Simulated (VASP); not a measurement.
# SiC (Moissanite 3C) (F-43m) in VASP: further runs, part 3 of 4

VASP 6.6.1. The steps go on from the part before.

**4. Single point, PBEsol (volume scaled by 0.920)**

The input, INCAR:

```
SYSTEM = SiC
ALGO = Normal ; EDIFF = 1E-6
ENCUT = 520 ; GGA = PS
ISIF = 2 ; ISMEAR = 0
LASPH = .TRUE. ; LCHARG = .FALSE.
LREAL = .FALSE. ; LWAVE = .FALSE.
NBANDS = 11 ; NELM = 80
PREC = Accurate ; SIGMA = 0.05
```

The input, KPOINTS:

```
k-points
0
G
  18 18 18
  0 0 0
```

The input, POSCAR:

```
SiC
1.0
    0.0000000000      2.1186928811      2.1186928811
    2.1186928811      0.0000000000      2.1186928811
    2.1186928811      2.1186928811      0.0000000000
Si C
1 1
Direct
    0.0000000000      0.0000000000      0.0000000000
    0.2500000000      0.2500000000      0.2500000000
```

On the command line:

```sh
$ cat potpaw_PBE.64/Si/POTCAR potpaw_PBE.64/C/POTCAR > POTCAR
$ mpirun -np 1 vasp_std > vasp.out
```

Run time: 18 s. Hardware: 1 thread of Intel Xeon Platinum 8488C (Sapphire Rapids), shared host; peak memory 0.16 GiB.

It converged, with:

```yaml
Free_energy: -15.8060 eV
Pressure: 22.1 GPa
Band_gap_on_the_k_mesh: 1.15 eV, indirect (least direct gap 4.53 eV)
```

Levels at points of the mesh, in eV from the valence-band top:
| k point | band 1 | band 2 | band 3 | band 4 | band 5 | band 6 | band 7 | band 8 | band 9 |
| --- | --- | --- | --- | --- | --- | --- | --- | --- | --- |
| (0.00, 0.00, 0.00) | -16.10 | 0.00 | 0.00 | 0.00 | 7.17 | 7.85 | 7.85 | 7.85 | 14.96 |
| (0.50, 0.00, 0.00) | -12.17 | -9.08 | -1.07 | -1.07 | 6.15 | 7.49 | 7.49 | 10.38 | 17.09 |
| (0.50, 0.50, 0.00) | -10.62 | -8.12 | -3.37 | -3.37 | 1.15 | 4.50 | 14.95 | 14.95 | 15.86 |

Caveat: the PAW data sets were made with another functional, which shifts forces and pressure a little. A k mesh can miss the band edges.

**5. Single point, PBEsol (volume scaled by 0.960)**

The input, INCAR:

```
PREC     = Accurate       # precision mode
ENCUT    = 520            # plane-wave cutoff, eV
EDIFF    = 1E-6           # SCF threshold, eV
ISMEAR   = 0              # smearing method
SIGMA    = 0.05           # smearing width, eV
LREAL    = False          # projectors in reciprocal space
LASPH    = True           # aspherical terms in the spheres
NELM     = 100            # most SCF steps
ALGO     = Normal         # electronic algorithm
ISIF     = 2              # what is computed and relaxed
LWAVE    = False          # write WAVECAR
LCHARG   = True           # write CHGCAR
GGA      = PS             # functional
LELF     = True           # ELF
LVHAR    = True         
NBANDS   = 11             # bands
```

The input, KPOINTS:

```
regular mesh
0
Gamma
  18 18 18
```

The input, POSCAR:

```
SiC
1.0
    0.0000000000      2.1489640121      2.1489640121
    2.1489640121      0.0000000000      2.1489640121
    2.1489640121      2.1489640121      0.0000000000
Si C
1 1
Direct
    0.0000000000      0.0000000000      0.0000000000
    0.2500000000      0.2500000000      0.2500000000
```

Potentials or basis: VASP PAW PBE potentials, release 64 (Si, C).

On the command line:

```sh
$ cat potpaw_PBE.64/Si/POTCAR potpaw_PBE.64/C/POTCAR > POTCAR
$ mpirun -np 1 vasp_std > vasp.out
```

OUTCAR:

```text
PREC = Accurate
   ENCUT = 520
   EDIFF = 1E-6
   ISMEAR = 0
   LREAL = False
   LASPH = True
   NELM = 100
   ISIF = 2
   GGA = PS

 ion  position               nearest neighbor table
   1  0.000  0.000  0.000-   2 1.86   2 1.86   2 1.86   2 1.86
   2  0.250  0.250  0.250-   1 1.86   1 1.86   1 1.86   1 1.86

  LATTYP: Found a face centered cubic cell.
 ALAT       =     4.2979280242

  Lattice vectors:

 A1 = (   0.0000000000,   2.1489640121,   2.1489640121)
 A2 = (   2.1489640121,   0.0000000000,   2.1489640121)
 A3 = (   2.1489640121,   2.1489640121,   0.0000000000)

Analysis of symmetry for initial positions (statically):
[... 5 lines left out ...]
 face centered cubic supercell.

 Subroutine GETGRP returns: Found 24 space group operations
 (whereof 24 operations were pure point group operations)
 out of a pool of 48 trial point group operations.

The static configuration has the point symmetry T_d .

Analysis of symmetry for dynamics (positions and initial velocities):
[... 5 lines left out ...]
 face centered cubic supercell.

 Subroutine GETGRP returns: Found 24 space group operations
 (whereof 24 operations were pure point group operations)
 out of a pool of 48 trial point group operations.

The dynamic configuration has the point symmetry T_d .

 Subroutine INISYM returns: Found 24 space group operations
 (whereof 24 operations are pure point group operations),
 and found     1 'primitive' translations

----------------------------------------------------------------------------------------

                                     Primitive cell

  volume of cell :      19.8480

  direct lattice vectors                    reciprocal lattice vectors
     0.000000000  2.148964012  2.148964012    -0.232670253  0.232670253  0.232670253
     2.148964012  0.000000000  2.148964012     0.232670253 -0.232670253  0.232670253
     2.148964012  2.148964012  0.000000000     0.232670253  0.232670253 -0.232670253

  length of vectors
     3.039094051  3.039094051  3.039094051     0.402996699  0.402996699  0.402996699

  position of ions in fractional coordinates (direct lattice)
     0.000000000  0.000000000  0.000000000
     0.250000000  0.250000000  0.250000000

  ion indices of the primitive-cell ions
   primitive index   ion index
                 1           1
                 2           2

----------------------------------------------------------------------------------------

 KPOINTS: regular mesh

Automatic generation of k-mesh.
 Grid dimensions read from file:
 generate k-points for:   18   18   18

 Generating k-lattice:

  Cartesian coordinates                     Fractional coordinates (reciprocal lattice)
    -0.012926125  0.012926125  0.012926125     0.055555556  0.000000000  0.000000000
     0.012926125 -0.012926125  0.012926125     0.000000000  0.055555556  0.000000000
     0.012926125  0.012926125 -0.012926125     0.000000000  0.000000000  0.055555556

  Length of vectors
     0.022388706  0.022388706  0.022388706

  Shift w.r.t. Gamma in fractional coordinates (k-lattice)
     0.000000000  0.000000000  0.000000000

 Subroutine IBZKPT returns following result:
 ===========================================

 Found    195 irreducible k-points:

 Following reciprocal coordinates:
            Coordinates               Weight
  0.000000  0.000000  0.000000      1.000000
  0.055556  0.000000  0.000000      8.000000
  0.111111  0.000000  0.000000      8.000000
  0.166667  0.000000  0.000000      8.000000
  0.222222  0.000000  0.000000      8.000000
  0.277778  0.000000  0.000000      8.000000
[... 16 lines left out ...]
 -0.277778  0.055556  0.000000     24.000000
 -0.222222  0.055556  0.000000     24.000000
 [... further k-points ...]
   k-points           NKPTS =    195   k-points in BZ     NKDIM =    195   number of bands    NBANDS=     11
   number of dos      NEDOS =    301   number of ions     NIONS =      2
   total plane-waves  NPLWV =  13824
   dimension x,y,z NGX =    24 NGY =   24 NGZ =   24
   dimension x,y,z NGXF=    48 NGYF=   48 NGZF=   48
   ions per type =               1   1
   NGX,Y,Z   is equivalent  to a cutoff of  13.13, 13.13, 13.13 a.u.
   NGXF,Y,Z  is equivalent  to a cutoff of  26.26, 26.26, 26.26 a.u.
 SYSTEM =  unknown system
   PREC   = accura    normal or accurate (medium, high low for compatibility)
   ISTART =      0    job   : 0-new  1-cont  2-samecut
   ICHARG =      2    charge: 1-file 2-atom 10-const
   ISPIN  =      1    spin polarized calculation?
   LNONCOLLINEAR =      F non collinear calculations
   LSORBIT =      F    spin-orbit coupling
   LASPH  =      T    aspherical Exc in radial PAW
   ENCUT  =  520.0 eV  38.22 Ry    6.18 a.u.   5.65  5.65  5.65*2*pi/ulx,y,z
   NELM   =    100;   NELMIN=  2; NELMDL= -5     # of ELM steps
   EDIFF  = 0.1E-05   stopping-criterion for ELM
   LREAL  =      F    real-space projection
   EDIFFG = 0.1E-04   stopping-criterion for IOM
   NSW    =      0    number of steps for IOM
   IBRION =     -1    ionic relax: 0-MD 1-quasi-New 2-CG
   NFREE  =      0    steps in history (QN), initial steepest desc. (CG)
   ISIF   =      2    stress and relaxation
   ISYM   =      2    0-nonsym 1-usesym 2-fastsym
   POTIM  = 0.5000    time-step for ionic-motion
   TEBEG  =    0.0;   TEEND  =   0.0 temperature during run
   PSTRESS=    0.0 pullay stress
   NELECT =       8.0000    total number of electrons
   NUPDOWN=      -1.0000    fix difference up-down
   EMIN   =  10.00;   EMAX   =-10.00  energy-range for DOS
   EFERMI =   0.00;   METHOD = LEGACY
   ISMEAR =     0;   SIGMA  =   0.05  broadening in eV -4-tet -1-fermi 0-gaus
   EFERMI_NEDOS =   21; number of points for ismear=-14 and -15
   IALGO  =     38    algorithm
   IMIX   =      4    mixing-type and parameters
     AMIX     =   0.40;   BMIX     =  1.00
     AMIX_MAG =   1.60;   BMIX_MAG =  1.00
  volume/ion in A,a.u.               =       9.92        66.97
  Fermi-wavevector in a.u.,A,eV,Ry     =   1.209295  2.285237 19.897092  1.462395
  Thomas-Fermi vector in A             =   2.344877
   LORBIT       =      0    0 simple, 1 ext, 2 COOP (PROOUT), +10 PAW based schemes
   GGA     = PS    functional components
   LHFCALC =     F    Hartree Fock is set to
   AEXX    =    0.0000 exact exchange contribution
   IVDW    =     0    specifies the selected vdW correction
   LEPSILON=     F    determine dielectric tensor
   LRPA    =     F    only Hartree local field effects (RPA)
 non-spin polarized calculation
 Gauss-broadening in eV      SIGMA  =   0.05
  energy-cutoff  :      520.00
  volume of cell :       19.85
 maximum number of plane-waves:       547
   NGX = 11   NGY = 11   NGZ = 11

 number of electron       7.9999999 magnetization

 Free energy of the ion-electron system (eV)
  ---------------------------------------------------
  ext. energy  EPLUGINS =         0.00000000
  ---------------------------------------------------
  free energy    TOTEN  =       -15.88855517 eV

  energy without entropy =      -15.88855517  energy(sigma->0) =      -15.88855517

 E-fermi :   8.7845     XC(G=0): -11.6852

 val. band max:        8.5303922955   @ k =   0.0000   0.0000   0.0000
 cond. band min:       9.7257748853   @ k =   0.5000   0.5000   0.0000
 fundamental gap:      1.1953825898
 Fermi energy:         8.7845394127

 k-point     1 :       0.0000    0.0000    0.0000
  band No.  band energies     occupation
      1      -7.2251      2.00000
      2       8.5304      2.00000
      3       8.5304      2.00000
      4       8.5304      2.00000
      5      15.2039      0.00000
      6      16.0659      0.00000
      7      16.0659      0.00000
      8      16.0659      0.00000
      9      23.2342      0.00000
     10      23.2342      0.00000
     11      25.4458      0.00000

 k-point     2 :       0.0556    0.0000    0.0000
  band No.  band energies     occupation
      1      -7.1624      2.00000
      2       8.1872      2.00000
      3       8.4863      2.00000
      4       8.4863      2.00000
      5      15.3293      0.00000
      6      16.1259      0.00000
      7      16.1507      0.00000
      8      16.1507      0.00000
      9      22.8013      0.00000
     10      22.8013      0.00000
     11      25.3158      0.00000
[... 295 lines left out ...]
 k-point    24 :      -0.2222    0.0556    0.0000
  band No.  band energies     occupation
      1      -6.0164      2.00000
      2       4.3813      2.00000
      3       7.4528      2.00000
      4       8.1330      2.00000
      5      15.0421      0.00000
      6      16.5269      0.00000
      7      16.7062      0.00000
      8      18.0444      0.00000
      9      20.9062      0.00000
     10      22.4573      0.00000
     11      24.4465      0.00000

 [... further k-points ...]
[... 5 lines left out ...]
  --------------------------------------------------------------------------------------
  -------------------------------------------------------------------------------------
  Total        1.2630674      1.2630674      1.2630674     -0.0000000     -0.0000000     -0.0000000
  in kB      101.9576161    101.9576161    101.9576161     -0.0000000     -0.0000000     -0.0000000
  external PRESSURE =     101.9576161 kB  Pullay stress =       0.0000000 kB

 VOLUME and BASIS-vectors are now :
 -----------------------------------------------------------------------------
  energy-cutoff  :      520.00
  volume of cell :       19.85
      direct lattice vectors                 reciprocal lattice vectors
     0.000000000  2.148964012  2.148964012    -0.232670253  0.232670253  0.232670253
     2.148964012  0.000000000  2.148964012     0.232670253 -0.232670253  0.232670253
     2.148964012  2.148964012  0.000000000     0.232670253  0.232670253 -0.232670253

 POSITION                                       TOTAL-FORCE (eV/Angst)
 -----------------------------------------------------------------------------------
      0.00000      0.00000      0.00000         0.000000      0.000000     -0.000000
      1.07448      1.07448      1.07448        -0.000000     -0.000000      0.000000
 -----------------------------------------------------------------------------------
    total drift:                                0.000000      0.000000      0.000000

  FREE ENERGIE OF THE ION-ELECTRON SYSTEM (eV)
  ---------------------------------------------------
  free  energy   TOTEN  =       -15.8885551682 eV

  energy  without entropy=      -15.8885551682  energy(sigma->0) =      -15.88855517
```

Wall time 18 s (1 thread of Intel Xeon Platinum 8488C (Sapphire Rapids), shared host); peak memory 0.16 GiB.

What came out:

- Free energy: -15.8886 eV
- Pressure: 10.2 GPa
- Band gap on the k mesh: 1.20 eV, indirect (least direct gap 4.49 eV)

Caveat: the PAW data sets were made with another functional, which shifts forces and pressure a little.

(Part 3 of 4 ends here.)
